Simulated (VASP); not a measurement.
Set up this calculation in VASP 6.6.1, as the native input.

```
Task                   : relaxation of cell and atoms
Functional             : PBE
Potentials or basis    : VASP PAW PBE potentials, release 64 (Rb_sv)
Cutoff                 : 600 eV
k mesh                 : 10 × 10 × 6
Occupations            : fermi-dirac, width 0.08 eV
Spin                   : no spin polarisation
Target pressure        : 1.9 GPa
Dipole correction      : no
Further INCAR settings : ALGO = Normal; EDIFF = 1e-07; IBRION = 2; EDIFFG = -0.005; NSW = 60; ISIF = 3
```

The structure of Rb lies in POSCAR:

```
Rb
1.0
    4.5049592092      0.0000000000      0.0000000000
   -2.2524796046      3.9014091182      0.0000000000
    0.0000000000      0.0000000000      7.2980339189
Rb
2
Direct
    0.3333333333      0.6666666667      0.2500000000
    0.6666666667      0.3333333333      0.7500000000
```

This isn't the form of Rb at room conditions, which is bcc.

The input as run:

INCAR

```
SYSTEM = Rb
PREC = Accurate
ENCUT = 600
EDIFF = 1E-7
ISMEAR = -1
SIGMA = 0.08
LREAL = .False.
LASPH = .True.
NELM = 100
ALGO = Normal
ISIF = 3
LWAVE = .False.
LCHARG = .False.
GGA = PE
IBRION = 2
NSW = 60
EDIFFG = -0.005
PSTRESS = 19.0
```

KPOINTS

```
Automatic mesh
0
Gamma
  10 10 6
  0 0 0
```

Potentials or basis: VASP PAW PBE potentials, release 64 (Rb_sv).

Command:

```console
$ cat potpaw_PBE.64/Rb_sv/POTCAR > POTCAR
$ mpirun -np 1 vasp_std > vasp.out
```

It gave:

```json
{
  "Relaxed volume": "64.09 Å³/atom",
  "Relaxed cell": "a = 4.504 Å, b = 4.504 Å, c = 7.298 Å, α = 90.00°, β = 90.00°, γ = 120.00°",
  "Space group after relaxing (to 0.1 Å)": "P6_3/mmc (No. 194)",
  "Energy change on relaxing (the run minimises the enthalpy)": "+0.5 meV/atom",
  "Ionic steps": "2",
  "Pressure after relaxing": "1.9 GPa",
  "Band gap on the k mesh": "zero (bands 9 and 10 overlap by 2.38 eV)"
}
```

Caveat: the cell is relaxed towards a set pressure, so the run minimises the enthalpy, not the energy.

It took 3 min on 1 thread of Intel Xeon 8259CL, on a shared host, peak memory 0.29 GiB.
